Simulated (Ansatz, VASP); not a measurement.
# One calculation of LiH, two programs

Contents of POSCAR:

```
LiH
1.0
    2.5016587118      0.0000000000      0.0000000000
    0.0000000000      2.5016587118      0.0000000000
    0.0000000000      0.0000000000      2.5016587118
Li H
1 1
Direct
    0.0000000000      0.0000000000      0.0000000000
    0.5000000000      0.5000000000      0.5000000000
```

Contents of INCAR.step1:

```
SYSTEM = LiH
PREC = Accurate ; ENCUT = 520
EDIFF = 1E-5 ; ISMEAR = 0
SIGMA = 0.01 ; LREAL = .False.
LASPH = .True. ; NELM = 80
ALGO = Normal ; ISIF = 2
LWAVE = .True. ; LCHARG = .False.
NBANDS = 9 ; GGA = PE
```

INCAR.step2

```
SYSTEM = LiH
PREC = Accurate ; ENCUT = 520
EDIFF = 1E-6 ; ISMEAR = 0
SIGMA = 0.01 ; LREAL = .False.
LASPH = .True. ; NELM = 80
ALGO = Normal ; ISIF = 2
LWAVE = .False. ; LCHARG = .False.
GGA = PE ; LHFCALC = .True.
HFSCREEN = 0.2079 ; PRECFOCK = Normal
NBANDS = 9 ; ISTART = 1
```

Contents of KPOINTS:

```
Automatic mesh
0
Gamma
  4 4 4
  0 0 0
```

Input for Ansatz:

```yaml
crystal:
  lattice:
    - [2.5016587118, 0.0, 0.0]
    - [0.0, 2.5016587118, 0.0]
    - [0.0, 0.0, 2.5016587118]
  atoms:
    - { symbol: Li, position: [0.0, 0.0, 0.0] }
    - { symbol: H, position: [0.5, 0.5, 0.5] }
kpoints:
  mp_grid: { grid: [4, 4, 4] }
hamiltonian:
  xc: hse06
scf:
  occupations: { method: fixed }
  n_extra_bands: 4
  exx: { ecutfock_ratio: 2 }
output:
  forces: true
  stress: true
  eigenvalues: true
```

Alike in both runs: task single point; functional HSE06; k mesh 4 × 4 × 4; no spin polarisation.

```csv
,VASP,Ansatz
version,VASP 6.6.1,Ansatz 0.2.0
potentials or method,"VASP PAW PBE potentials, release 64 (Li_sv, H)",plane waves
plane-wave cutoff (eV),520,420
occupations,"gaussian, width 0.01 eV",fixed
valence electrons in the cell,4,4
```

Ansatz gave:

| Quantity | Value |
| --- | --- |
| gap on the k mesh at the Fermi level (eV) | 1.43 |

Question: What did VASP give for the same quantities?

Answer: gap on the k mesh at the Fermi level (eV): 1.46.

Ansatz's warnings: stress exchange threshold loose, stress scf threshold loose.

The k mesh is coarse, so the values compare programs but aren't converged. Noted on VASP's run: the cutoff is short for stress, so the pressure is rough.
